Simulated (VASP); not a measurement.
# TaTl3P2 (P-3m1) in VASP: notebook, part 2 of 2

VASP 6.6.1. Earlier steps stand in the parts before.

**4. Single point, PBE**

This run uses another cell than the first one, of 25.62 Å³/atom.

Input file INCAR:

```
SYSTEM = TaTl3P2
ALGO = Normal ; EDIFF = 1E-7
ENCUT = 520 ; GGA = PE
ISIF = 2 ; ISMEAR = 0
LASPH = .True. ; LCHARG = .True.
LELF = .True. ; LREAL = .False.
LVHAR = .True. ; LWAVE = .False.
NBANDS = 39 ; NELM = 100
PREC = Accurate ; SIGMA = 0.1
```

Input file KPOINTS:

```
k-points
0
Gamma
  12 12 4
  0 0 0
```

Input file POSCAR:

```
TaTl3P2
1.0
    3.5469864188      0.0000000000      0.0000000000
   -1.7734932094      3.0717803456      0.0000000000
    0.0000000000      0.0000000000     14.1098635355
Ta Tl P
1 3 2
Direct
    0.0000000000      0.0000000000      0.5000000000
    0.0000000000      0.0000000000      0.0000000000
    0.0000000000      0.0000000000      0.2376494114
    0.0000000000      0.0000000000      0.7623505886
    0.3333333333      0.6666666667      0.6064583268
    0.6666666667      0.3333333333      0.3935416732
```

Potentials or basis: VASP PAW PBE potentials, release 64 (Ta_pv, Tl_d, P).

Run with:

```
$ cat potpaw_PBE.64/Ta_pv/POTCAR potpaw_PBE.64/Tl_d/POTCAR potpaw_PBE.64/P/POTCAR > POTCAR
$ mpirun -np 1 vasp_std > vasp.out
```

OUTCAR:

```text
SYSTEM = TaTl3P2
   EDIFF = 1E-7
   ENCUT = 520
   GGA = PE
   ISIF = 2
   ISMEAR = 0
   LASPH = .True.
   LREAL = .False.
   NELM = 100
   PREC = Accurate

 ion  position               nearest neighbor table
   1  0.000  0.000  0.500-   5 2.54   6 2.54   6 2.54   5 2.54   6 2.54   5 2.54   3 3.70   4 3.70

   2  0.000  0.000  0.000-   3 3.35   4 3.35
   3  0.000  0.000  0.238-   6 3.01   6 3.01   6 3.01   2 3.35   1 3.70
   4  0.000  0.000  0.762-   5 3.01   5 3.01   5 3.01   2 3.35   1 3.70
   5  0.333  0.667  0.606-   1 2.54   1 2.54   1 2.54   4 3.01   4 3.01   4 3.01
   6  0.667  0.333  0.394-   1 2.54   1 2.54   1 2.54   3 3.01   3 3.01   3 3.01

  LATTYP: Found a hexagonal cell.
 ALAT       =     3.5469864188
 C/A-ratio  =     3.9779863438

  Lattice vectors:

 A1 = (   3.5469864188,   0.0000000000,   0.0000000000)
 A2 = (  -1.7734932094,   3.0717803456,   0.0000000000)
 A3 = (   0.0000000000,   0.0000000000,  14.1098635355)

Analysis of symmetry for initial positions (statically):
=====================================================================
 Subroutine PRICEL returns:
 Original cell was already a primitive cell.

 Routine SETGRP: Setting up the symmetry group for a
 hexagonal supercell.

 Subroutine GETGRP returns: Found 12 space group operations
 (whereof 12 operations were pure point group operations)
 out of a pool of 24 trial point group operations.

The static configuration has the point symmetry D_3d.

Analysis of symmetry for dynamics (positions and initial velocities):
=====================================================================
 Subroutine PRICEL returns:
 Original cell was already a primitive cell.

 Routine SETGRP: Setting up the symmetry group for a
 hexagonal supercell.

 Subroutine GETGRP returns: Found 12 space group operations
 (whereof 12 operations were pure point group operations)
[... 130 lines left out ...]
     AMIX_MAG =   1.60;   BMIX_MAG =  1.00
  volume/ion in A,a.u.               =      25.62       172.91
  Fermi-wavevector in a.u.,A,eV,Ry     =   1.196376  2.260823 19.474235  1.431316
  Thomas-Fermi vector in A             =   2.332318
   LORBIT       =      0    0 simple, 1 ext, 2 COOP (PROOUT), +10 PAW based schemes
   GGA     = PE    functional components
   LHFCALC =     F    Hartree Fock is set to
   AEXX    =    0.0000 exact exchange contribution
   IVDW    =     0    specifies the selected vdW correction
   LEPSILON=     F    determine dielectric tensor
   LRPA    =     F    only Hartree local field effects (RPA)
 non-spin polarized calculation
 Gauss-broadening in eV      SIGMA  =   0.10
  energy-cutoff  :      520.00
  volume of cell :      153.73
 maximum number of plane-waves:      4204
 NGX is ok and might be reduce to    28
   NGX = 13   NGY = 13   NGZ = 53

 number of electron      59.9999999 magnetization

 Free energy of the ion-electron system (eV)
  ---------------------------------------------------
  ext. energy  EPLUGINS =         0.00000000
  ---------------------------------------------------
  free energy    TOTEN  =       -30.35177647 eV

  energy without entropy =      -30.34105840  energy(sigma->0) =      -30.34641744

 E-fermi :   5.7406     XC(G=0):  -9.9449

 val. band max:        5.7397101832   @ k =  -0.1667   0.5000   0.2500
 cond. band min:       5.7914289591   @ k =   0.1667   0.0833   0.5000
 fundamental gap:      0.0517187759
 Fermi energy:         5.7406241341

 k-point     1 :       0.0000    0.0000    0.0000
  band No.  band energies     occupation
      1     -29.1782      2.00000
      2     -29.1729      2.00000
      3     -29.1729      2.00000
      4      -6.6927      2.00000
      5      -6.1688      2.00000
      6      -6.0133      2.00000
[... 997 lines left out ...]
     38      11.3072      0.00000
     39      11.6214      0.00000

 [... further k-points ...]

------------------------ aborting loop because EDIFF is reached ----------------------------------------

  FORCE on cell =-STRESS in cart. coord.  units (eV):
  Direction    XX          YY          ZZ          XY          YZ          ZX
  --------------------------------------------------------------------------------------
  -------------------------------------------------------------------------------------
  Total       -0.0224136     -0.0224136     -0.0190087      0.0000000      0.0000000      0.0000000
  in kB       -0.2335877     -0.2335877     -0.1981027      0.0000000      0.0000000      0.0000000
  external PRESSURE =      -0.2217594 kB  Pullay stress =       0.0000000 kB

 VOLUME and BASIS-vectors are now :
 -----------------------------------------------------------------------------
  energy-cutoff  :      520.00
  volume of cell :      153.73
      direct lattice vectors                 reciprocal lattice vectors
     3.546986419  0.000000000  0.000000000     0.281929470  0.162772055  0.000000000
    -1.773493209  3.071780346  0.000000000     0.000000000  0.325544110  0.000000000
     0.000000000  0.000000000 14.109863536     0.000000000  0.000000000  0.070872408

 POSITION                                       TOTAL-FORCE (eV/Angst)
 -----------------------------------------------------------------------------------
      0.00000      0.00000      7.05493         0.000000      0.000000      0.000000
      0.00000      0.00000      0.00000         0.000000      0.000000      0.000000
      0.00000      0.00000      3.35320         0.000000      0.000000     -0.002868
      0.00000      0.00000     10.75666         0.000000     -0.000000      0.002868
     -0.00000      2.04785      8.55704         0.000000     -0.000000      0.003812
      1.77349      1.02393      5.55282        -0.000000      0.000000     -0.003812
 -----------------------------------------------------------------------------------
    total drift:                                0.000000     -0.000000      0.000000

  FREE ENERGIE OF THE ION-ELECTRON SYSTEM (eV)
  ---------------------------------------------------
  free  energy   TOTEN  =       -30.3517764689 eV

  energy  without entropy=      -30.3410584034  energy(sigma->0) =      -30.34641744
```

OSZICAR:

```text
N       E                     dE             d eps       ncg     rms          rms(c)
DAV:   1     0.369228277848E+03    0.36923E+03   -0.30814E+04  5446   0.142E+03
DAV:   2    -0.171321537270E+02   -0.38636E+03   -0.37387E+03  6023   0.338E+02
DAV:   3    -0.324563836267E+02   -0.15324E+02   -0.15038E+02  6416   0.566E+01
DAV:   4    -0.327201499232E+02   -0.26377E+00   -0.26300E+00  6072   0.727E+00
DAV:   5    -0.327255691569E+02   -0.54192E-02   -0.54182E-02  6559   0.103E+00    0.169E+01
DAV:   6    -0.304939208663E+02    0.22316E+01   -0.10452E+01  6817   0.149E+01    0.751E+00
DAV:   7    -0.306372148583E+02   -0.14329E+00   -0.49971E+00  6339   0.754E+00    0.484E+00
DAV:   8    -0.303772004864E+02    0.26001E+00   -0.21468E+00  6415   0.488E+00    0.223E+00
DAV:   9    -0.303518074308E+02    0.25393E-01   -0.18502E-01  6254   0.172E+00    0.479E-01
DAV:  10    -0.303517603953E+02    0.47035E-04   -0.27721E-02  6083   0.747E-01    0.315E-01
DAV:  11    -0.303517067557E+02    0.53640E-04   -0.20601E-03  6305   0.211E-01    0.171E-01
DAV:  12    -0.303517835068E+02   -0.76751E-04   -0.32688E-04  6262   0.979E-02    0.772E-02
DAV:  13    -0.303517756849E+02    0.78220E-05   -0.85679E-05  6278   0.451E-02    0.166E-02
DAV:  14    -0.303517767553E+02   -0.10704E-05   -0.13806E-05  6114   0.230E-02    0.570E-03
DAV:  15    -0.303517764987E+02    0.25654E-06   -0.22209E-06  6160   0.794E-03    0.264E-03
DAV:  16    -0.303517764689E+02    0.29796E-07   -0.31817E-07  5053   0.384E-03
   1 F= -.30351776E+02 E0= -.30346417E+02  d E =-.107181E-01
```

Run time: 3.9 min. Hardware: 1 thread of AMD EPYC 9R45 (Zen 5), shared host; peak memory 0.49 GiB.

What came out:

```
Free energy            : -30.3518 eV
Pressure               : 0.0 GPa
Largest force          : 0.004 eV/Å
Band gap on the k mesh : zero (bands 30 and 31 overlap by 1.61 eV)
```

Forces in eV/Å, atoms in the order of the input:
```
Ta   0.000  0.000  0.000
Tl   0.000  0.000  0.000
Tl   0.000  0.000 -0.003
Tl   0.000  0.000  0.003
P    0.000  0.000  0.004
P    0.000  0.000 -0.004
```

Levels at points of the mesh, in eV from the Fermi level:
| k point | band 28 | band 29 | band 30 | band 31 | band 32 | band 33 |
| --- | --- | --- | --- | --- | --- | --- |
| (0.00, 0.00, 0.00) | 0.32 | 0.32 | 0.76 | 0.85 | 0.85 | 1.23 |
| (0.50, 0.00, 0.00) | -2.70 | -1.48 | -1.41 | -0.78 | 0.72 | 1.07 |
| (0.00, 0.00, 0.50) | -0.59 | 0.32 | 0.32 | 0.85 | 0.85 | 1.53 |
| (0.50, 0.00, 0.50) | -2.42 | -1.91 | -1.10 | -0.78 | 0.68 | 0.94 |

Caveat: spin-orbit coupling is left out, which moves the levels of the heavy elements.

The gap in the log of VASP goes by the Fermi energy; the results here count the filled bands.